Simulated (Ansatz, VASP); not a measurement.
# Two plane-wave programs on BiSbTe2S

```xyz
5
Lattice="4.1953 0.0000 0.0000 -2.0977 3.6332 0.0000 0.0000 0.0000 10.0589" Properties=species:S:1:pos:R:3 pbc="T T T"
Sb    0.0000    0.0000    3.5180
Bi    2.0977    1.2111    6.4547
Te    0.0000    0.0000    8.2852
Te    2.0977    1.2111    1.7796
S     0.0000    2.4222    0.0804
```

Change from the starting cell: species swapped into the CeZnAgP2 type (P3m1, No. 156).

Alike in both runs: functional PBE; k mesh 6 × 6 × 2; occupations gaussian, width 0.1 eV; no spin polarisation.

Ansatz relaxed the structure, and its values are those at the end. VASP's run is a single point on that final structure, the one shown.

```csv
,VASP,Ansatz
version,VASP 6.6.1,Ansatz 0.2.0
potentials or method,"VASP PAW PBE potentials, release 64 (Sb, Bi_d, Te, S), cutoff 520 eV","scalar-relativistic, plane waves, PAW"
valence electrons in the cell,38,68
```

Ansatz gave:

```
gap on the k mesh at the Fermi level (eV) : 0.10
least direct gap on the mesh (eV)         : 0.33
pressure (GPa)                            : 0.0
rms of the force components (eV/Å)        : 0.001
```

What did VASP give for the same quantities?

gap on the k mesh at the Fermi level (eV): 0.12; least direct gap on the mesh (eV): 0.36; pressure (GPa): 0.0; rms of the force components (eV/Å): 0.012.

The functional is the same, so the differences come from potentials, cutoffs and numerics. VASP's potentials hold 38 valence electrons a cell and Ansatz's 68, so a difference there can come from the potentials and not from the codes.

Neither program's run includes spin-orbit coupling.
